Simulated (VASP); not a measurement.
**AlNi: single point with PBE**

AlNi:

```
CELL_PARAMETERS angstrom
2.88100 -0.01921 0.00000
-0.01921 2.88100 0.00000
0.00000 0.00000 2.88100
ATOMIC_POSITIONS crystal
Al 0.00000 0.00000 0.00000
Ni 0.50000 0.50000 0.50000
```

* Program: VASP 6.6.1
* Task: single point
* Functional: PBE
* Potentials or basis: VASP PAW PBE potentials, release 64 (Al, Ni)
* Cutoff: 520 eV
* k mesh: 12 × 12 × 12
* Occupations: fermi-dirac, width 0.05 eV
* Spin: collinear spin, ferromagnetic start
* Starting moments: [0.0, 1.5] μB
* Dipole correction: no
* Further INCAR settings: ALGO = Normal; EDIFF = 1e-06; NBANDS = 18

- Pressure: 2.1 GPa
- Net moment: 0.00 μB per cell
- Valence electrons inside the program's atomic spheres: Al 0.80; Ni 9.47

Stress tensor (GPa, compression positive):
```
2.14 1.62 0.00
1.62 2.14 0.00
0.00 0.00 2.14
```

Levels at points of the mesh, in eV from the Fermi level:
Spin up:
| k point | band 3 | band 4 | band 5 | band 6 | band 7 | band 8 | band 9 | band 10 | band 11 | band 12 |
| --- | --- | --- | --- | --- | --- | --- | --- | --- | --- | --- |
| (0.00, 0.00, 0.00) | -3.26 | -1.59 | -1.57 | -1.56 | 5.42 | 5.47 | 5.51 | 8.09 | 8.09 | 13.71 |
| (0.50, 0.00, 0.00) | -2.78 | -2.28 | -2.28 | -1.49 | -0.68 | 8.24 | 9.99 | 10.00 | 10.84 | 10.85 |
| (0.50, 0.50, 0.00) | -3.01 | -2.82 | -2.11 | -2.10 | -1.05 | 1.44 | 2.45 | 12.24 | 15.02 | 15.19 |
| (0.00, 0.00, 0.50) | -2.78 | -2.30 | -2.25 | -1.49 | -0.68 | 8.25 | 9.95 | 10.03 | 10.85 | 10.85 |
| (0.50, 0.00, 0.50) | -2.92 | -2.92 | -2.11 | -2.11 | -1.05 | 1.45 | 2.44 | 12.22 | 15.08 | 15.10 |
| (0.50, 0.50, 0.50) | -4.11 | -1.02 | -1.02 | 1.88 | 1.96 | 2.07 | 3.67 | 4.33 | 4.41 | 4.49 |
Spin down:
```tsv
k point	band 4	band 5	band 6	band 7	band 8	band 9	band 10	band 11
(0.00, 0.00, 0.00)	-1.59	-1.57	-1.56	5.42	5.47	5.51	8.09	8.09
(0.50, 0.00, 0.00)	-2.28	-2.28	-1.49	-0.68	8.24	9.99	10.00	10.84
(0.50, 0.50, 0.00)	-2.82	-2.11	-2.10	-1.05	1.44	2.45	12.24	15.02
(0.00, 0.00, 0.50)	-2.30	-2.25	-1.49	-0.68	8.25	9.95	10.03	10.85
(0.50, 0.00, 0.50)	-2.92	-2.11	-2.11	-1.05	1.45	2.44	12.22	15.08
(0.50, 0.50, 0.50)	-1.02	-1.02	1.88	1.96	2.07	3.67	4.33	4.41
```

It took 4.9 min on 1 thread of Intel Xeon 8259CL, on a shared host, peak memory 0.3 GiB.
